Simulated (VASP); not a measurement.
Here is a VASP 6.6.1 calculation.

INCAR

```
SYSTEM = Si4N
  PREC = Accurate
  ENCUT = 520
  EDIFF = 1E-7
  ISMEAR = 0
  SIGMA = 0.05
  LREAL = .FALSE.
  LASPH = .TRUE.
  NELM = 150
  ALGO = Normal
  ISIF = 2
  LWAVE = .FALSE.
  LCHARG = .FALSE.
  ISPIN = 2
  MAGMOM = 0 0 0 0 3
  LORBIT = 11
  LDIPOL = .TRUE.
  IDIPOL = 3
  DIPOL = 0.5 0.5 0.335
  GGA = PE
  IVDW = 12
  NBANDS = 22
```

KPOINTS

```
regular mesh
0
G
  7 7 1
  0 0 0
```

The input POSCAR:

```
Si4N
1.0
    3.8333442755      0.0000000000      0.0000000000
    0.0000000000      3.8333442755      0.0000000000
    0.0000000000      0.0000000000     21.1034818114
Si N
4 1
Direct
    0.0000000000      0.5000000000      0.1895421825
    0.0000000000      0.0000000000      0.2537634269
    0.5000000000      0.0000000000      0.3207061922
    0.5000000000      0.5000000000      0.3839879070
    0.7500000000      0.5000000000      0.5261445439
```

Potentials or basis: VASP PAW PBE potentials, release 64 (Si, N).

Command:

```console
$ cat potpaw_PBE.64/Si/POTCAR potpaw_PBE.64/N/POTCAR > POTCAR
$ mpirun -np 1 vasp_std > vasp.out
```

(1) What does it give for the dispersion energy per atom?

(2) What does it give for the net moment?

(3) Predict the site moments.

Results:

(1) -0.198 eV.

(2) 2.63 μB per cell.

(3) Si +0.00, -0.01, -0.06 (each value once); N +1.86 μB.
